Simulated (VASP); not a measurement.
# InSe (R3m) in VASP: single point with PBEsol

Aim: the single point of InSe with PBEsol.

Program: VASP 6.6.1. These are calculated values, not measurements. Logs are shortened: lines on timing, memory, paths and dates and some standing lists are left out, and cuts for length are marked.

## 1. The cell of the first run

The structure is trigonal, space group R3m (No. 160). The conventional cell has a = 4.219 Å, b = 4.219 Å, c = 24.817 Å, α = 90.00°, β = 90.00°, γ = 120.00°. Within 3.7 Å of In (site symmetry 3m) lie 3 Se at 2.82 Å and 1 In at 2.90 Å. In (site symmetry 3m) has 3 Se at 2.81 Å and 1 In at 2.90 Å within 3.7 Å. Se (site symmetry 3m) has 3 In at 2.82 Å and 3 Se at 3.52 Å within 3.7 Å. Within 3.7 Å of Se (site symmetry 3m) lie 3 In at 2.81 Å and 3 Se at 3.52 Å.

## 2. Single point, PBEsol (strained)

INCAR reads:

```
PREC = Accurate
ENCUT = 520
EDIFF = 1E-7
ISMEAR = 0
SIGMA = 0.05
LREAL = F
LASPH = T
NELM = 60
ALGO = Normal
ISIF = 2
LWAVE = F
LCHARG = F
GGA = PS
NBANDS = 27
```

KPOINTS reads:

```
Automatic mesh
0
Gamma
  12 12 12
```

POSCAR reads:

```
InSe
1.0
    2.1093396312      1.2178278039      8.2723421489
   -2.1093396312      1.2178278039      8.2723421489
    0.0000000000     -2.4356556078      8.2723421489
In Se
2 2
Direct
   -0.0020452328     -0.0020452328     -0.0020452328
    0.1148160249      0.1148160249      0.1148160249
    0.6070479599      0.6070479599      0.6070479599
    0.8378812480      0.8378812480      0.8378812480
```

Potentials or basis: VASP PAW PBE potentials, release 64 (In_d, Se).

On the command line:

```
cat potpaw_PBE.64/In_d/POTCAR potpaw_PBE.64/Se/POTCAR > POTCAR
mpirun -np 1 vasp_std > vasp.out
```

OUTCAR:

```text
PREC = Accurate
   ENCUT = 520
   EDIFF = 1E-7
   ISMEAR = 0
   LREAL = F
   LASPH = T
   NELM = 60
   ISIF = 2
   GGA = PS

 ion  position               nearest neighbor table
   1  0.998  0.998  0.998-   3 2.82   3 2.82   3 2.82   2 2.90
   2  0.115  0.115  0.115-   4 2.81   4 2.81   4 2.81   1 2.90
   3  0.607  0.607  0.607-   1 2.82   1 2.82   1 2.82
   4  0.838  0.838  0.838-   2 2.81   2 2.81   2 2.81

  LATTYP: Found a trigonal (rhomboedric) cell.
 ALAT       =     8.6234600288
 COS(alpha) =     0.8803369932

  Lattice vectors:

 A1 = (   2.1093396312,   1.2178278039,   8.2723421489)
 A2 = (  -2.1093396312,   1.2178278039,   8.2723421489)
 A3 = (   0.0000000000,  -2.4356556078,   8.2723421489)

Analysis of symmetry for initial positions (statically):
=====================================================================
 Subroutine PRICEL returns:
 Original cell was already a primitive cell.

 Routine SETGRP: Setting up the symmetry group for a
 trigonal (rhombohedral) supercell.

 Subroutine GETGRP returns: Found  6 space group operations
 (whereof  6 operations were pure point group operations)
 out of a pool of 12 trial point group operations.

The static configuration has the point symmetry C_3v.

Analysis of symmetry for dynamics (positions and initial velocities):
=====================================================================
 Subroutine PRICEL returns:
 Original cell was already a primitive cell.

 Routine SETGRP: Setting up the symmetry group for a
 trigonal (rhombohedral) supercell.

 Subroutine GETGRP returns: Found  6 space group operations
 (whereof  6 operations were pure point group operations)
 out of a pool of 12 trial point group operations.

The dynamic configuration has the point symmetry C_3v.

 Subroutine INISYM returns: Found  6 space group operations
 (whereof  6 operations are pure point group operations),
 and found     1 'primitive' translations

----------------------------------------------------------------------------------------

                                     Primitive cell

  volume of cell :     127.5006

  direct lattice vectors                    reciprocal lattice vectors
     2.109339631  1.217827804  8.272342149     0.237041012  0.136855692  0.040294916
[... 88 lines left out ...]
   ENCUT  =  520.0 eV  38.22 Ry    6.18 a.u.  16.03 16.03 16.03*2*pi/ulx,y,z
   NELM   =     60;   NELMIN=  2; NELMDL= -5     # of ELM steps
   EDIFF  = 0.1E-06   stopping-criterion for ELM
   LREAL  =      F    real-space projection
   EDIFFG = 0.1E-05   stopping-criterion for IOM
   NSW    =      0    number of steps for IOM
   IBRION =     -1    ionic relax: 0-MD 1-quasi-New 2-CG
   NFREE  =      0    steps in history (QN), initial steepest desc. (CG)
   ISIF   =      2    stress and relaxation
   ISYM   =      2    0-nonsym 1-usesym 2-fastsym
   POTIM  = 0.5000    time-step for ionic-motion
   TEBEG  =    0.0;   TEEND  =   0.0 temperature during run
   PSTRESS=    0.0 pullay stress
   NELECT =      38.0000    total number of electrons
   NUPDOWN=      -1.0000    fix difference up-down
   EMIN   =  10.00;   EMAX   =-10.00  energy-range for DOS
   EFERMI =   0.00;   METHOD = LEGACY
   ISMEAR =     0;   SIGMA  =   0.05  broadening in eV -4-tet -1-fermi 0-gaus
   EFERMI_NEDOS =   21; number of points for ismear=-14 and -15
   IALGO  =     38    algorithm
   IMIX   =      4    mixing-type and parameters
     AMIX     =   0.40;   BMIX     =  1.00
     AMIX_MAG =   1.60;   BMIX_MAG =  1.00
  volume/ion in A,a.u.               =      31.88       215.10
  Fermi-wavevector in a.u.,A,eV,Ry     =   1.093533  2.066478 16.270050  1.195815
  Thomas-Fermi vector in A             =   2.229820
   LORBIT       =      0    0 simple, 1 ext, 2 COOP (PROOUT), +10 PAW based schemes
   GGA     = PS    functional components
   LHFCALC =     F    Hartree Fock is set to
   AEXX    =    0.0000 exact exchange contribution
   IVDW    =     0    specifies the selected vdW correction
   LEPSILON=     F    determine dielectric tensor
   LRPA    =     F    only Hartree local field effects (RPA)
 non-spin polarized calculation
 Gauss-broadening in eV      SIGMA  =   0.05
  energy-cutoff  :      520.00
  volume of cell :      127.50
 maximum number of plane-waves:      3458
   NGX = 33   NGY = 33   NGZ = 33

 number of electron      37.9999997 magnetization

 Free energy of the ion-electron system (eV)
  ---------------------------------------------------
  ext. energy  EPLUGINS =         0.00000000
  ---------------------------------------------------
  free energy    TOTEN  =       -15.10486596 eV

  energy without entropy =      -15.10479935  energy(sigma->0) =      -15.10483265

 E-fermi :   3.1526     XC(G=0):  -8.8053

 val. band max:        3.1333423658   @ k =   0.5000   0.5000   0.5000
 cond. band min:       3.3985805945   @ k =   0.4167   0.4167   0.4167
 fundamental gap:      0.2652382287
 Fermi energy:         3.1525548005

 k-point     1 :       0.0000    0.0000    0.0000
  band No.  band energies     occupation
      1     -11.3543      2.00000
      2     -11.2069      2.00000
      3     -11.2069      2.00000
      4     -11.1527      2.00000
      5     -11.1527      2.00000
      6     -11.1375      2.00000
[... 709 lines left out ...]
     26       9.5169      0.00000
     27      10.4186      0.00000

 [... further k-points ...]

------------------------ aborting loop because EDIFF is reached ----------------------------------------

  FORCE on cell =-STRESS in cart. coord.  units (eV):
  Direction    XX          YY          ZZ          XY          YZ          ZX
  --------------------------------------------------------------------------------------
  -------------------------------------------------------------------------------------
  Total       -4.6473008     -4.6473008     -4.6049121      0.0000000      0.0000000     -0.0000000
  in kB      -58.3981691    -58.3981691    -57.8655106      0.0000000      0.0000000     -0.0000000
  external PRESSURE =     -58.2206163 kB  Pullay stress =       0.0000000 kB

 VOLUME and BASIS-vectors are now :
 -----------------------------------------------------------------------------
  energy-cutoff  :      520.00
  volume of cell :      127.50
      direct lattice vectors                 reciprocal lattice vectors
     2.109339631  1.217827804  8.272342149     0.237041012  0.136855692  0.040294916
    -2.109339631  1.217827804  8.272342149    -0.237041012  0.136855692  0.040294916
     0.000000000 -2.435655608  8.272342149     0.000000000 -0.273711384  0.040294916

 POSITION                                       TOTAL-FORCE (eV/Angst)
 -----------------------------------------------------------------------------------
      0.00000      0.00000     24.76627         0.000000     -0.000000     -0.826688
      0.00000      0.00000      2.84939         0.000000      0.000000      0.727154
      0.00000      0.00000     15.06513         0.000000      0.000000      1.336086
      0.00000      0.00000     20.79372         0.000000     -0.000000     -1.236552
 -----------------------------------------------------------------------------------
    total drift:                                0.000000     -0.000000      0.001019

  FREE ENERGIE OF THE ION-ELECTRON SYSTEM (eV)
  ---------------------------------------------------
  free  energy   TOTEN  =       -15.1048659592 eV

  energy  without entropy=      -15.1047993467  energy(sigma->0) =      -15.10483265
```

stdout:

```text
POSCAR found type information on POSCAR InSe
 POSCAR found :  2 types and       4 ions
 scaLAPACK will be used
 -----------------------------------------------------------------------------
|                                                                             |
|                                                                             |
|     You enforced a specific xc type in the INCAR file but a different       |
|     I HOPE YOU KNOW WHAT YOU ARE DOING!                                     |
|                                                                             |
 -----------------------------------------------------------------------------

 LDA part: xc-table for (Slater+PW92), standard interpolation
 POSCAR, INCAR and KPOINTS ok, starting setup
 FFT: planning ... GRIDC
 FFT: planning ... GRID_SOFT
 FFT: planning ... GRID
 WAVECAR not read
 entering main loop
```

It took 51 min on 1 thread of Intel Xeon Platinum 8259CL at 2.50GHz (Skylake/Cascade Lake), shared host; peak memory 0.94 GiB.

Results:

```
Free energy            : -15.1049 eV
Pressure               : -5.8 GPa
Largest force          : 1.336 eV/Å
Band gap on the k mesh : 0.02 eV (least direct gap 0.18 eV)
```

Forces in eV/Å, atoms in the order of the input:
```
In   0.000  0.000 -0.827
In   0.000  0.000  0.727
Se   0.000  0.000  1.336
Se   0.000  0.000 -1.237
```

Caveat: the cell differs from its parent crystal (strained); the cell stands under tension; the smearing spreads over this small gap; the PAW data sets were made with another functional, which shifts forces and pressure a little; spin-orbit coupling is left out, which moves the levels of the heavy elements.

The gap in the log of VASP goes by the Fermi energy; the results here count the filled bands.